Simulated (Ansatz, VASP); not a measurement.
# BaTiO3: VASP beside Ansatz

The input INCAR:

```
PREC     = Accurate       # precision mode
ENCUT    = 600            # plane-wave cutoff, eV
EDIFF    = 1E-6           # SCF threshold, eV
ISMEAR   = 0              # smearing method
SIGMA    = 0.02           # smearing width, eV
LREAL    = False          # projectors in reciprocal space
LASPH    = True           # aspherical terms in the spheres
NELM     = 80             # most SCF steps
ALGO     = Normal         # electronic algorithm
ISIF     = 3              # what is computed and relaxed
LWAVE    = False          # write WAVECAR
LCHARG   = False          # write CHGCAR
GGA      = PE             # functional
IBRION   = 2              # ionic algorithm
NSW      = 100            # ionic steps
EDIFFG   = -0.005         # ionic threshold
```

KPOINTS

```
regular mesh
0
Gamma
  6 6 6
```

POSCAR

```
BaTiO3
1.0
    2.8273666084      1.6323808724      2.3183934932
   -2.8273666084      1.6323808724      2.3183934932
    0.0000000000     -3.2647617449      2.3183934932
Ba Ti O
1 1 3
Direct
    0.0000000000      0.0000000000      0.0000000000
    0.4845000000      0.4845000000      0.4845000000
    0.5086000000      0.5086000000      0.0175000000
    0.0175000000      0.5086000000      0.5086000000
    0.5086000000      0.0175000000      0.5086000000
```

Input for Ansatz:

```yaml
crystal:
  lattice:
    - [2.8273666084, 1.6323808724, 2.3183934932]
    - [-2.8273666084, 1.6323808724, 2.3183934932]
    - [0.0, -3.2647617449, 2.3183934932]
  atoms:
    - { symbol: Ba, position: [0.0, 0.0, 0.0] }
    - { symbol: Ti, position: [0.4845, 0.4845, 0.4845] }
    - { symbol: O, position: [0.5086, 0.5086, 0.0175] }
    - { symbol: O, position: [0.0175, 0.5086, 0.5086] }
    - { symbol: O, position: [0.5086, 0.0175, 0.5086] }
basis:
  ecutwfc: 420
kpoints:
  mp_grid: { grid: [6, 6, 6] }
hamiltonian:
  xc: pbe
scf:
  occupations: { method: gaussian, width: 0.02 }
output:
  forces: true
  stress: true
  eigenvalues: true
relax:
  adjacent_minimum: "off"
  f_tol: 0.005
  max_steps: 80
  cell: { stress_tol: 0.05 }
```

Alike in both runs: task relaxation of cell and atoms; functional PBE; k mesh 6 × 6 × 6; occupations gaussian, width 0.02 eV; no spin polarisation.

```csv
,VASP,Ansatz
version,VASP 6.6.1,Ansatz 0.2.0
potentials or method,"VASP PAW PBE potentials, release 64 (Ba_sv, Ti_sv, O), cutoff 600 eV","scalar-relativistic, plane waves, PAW"
valence electrons in the cell,40,40
```

```csv
,VASP,Ansatz,Ansatz less VASP
"gap on the k mesh at the Fermi level, each at its own relaxed structure (eV)",2.58,2.63,+0.052
relaxed volume (Å³/atom),13.53,13.38,-0.141
relaxed cell length with the largest relative difference (Å),4.074,4.060,-0.0143
```

Neither program's run includes spin-orbit coupling.
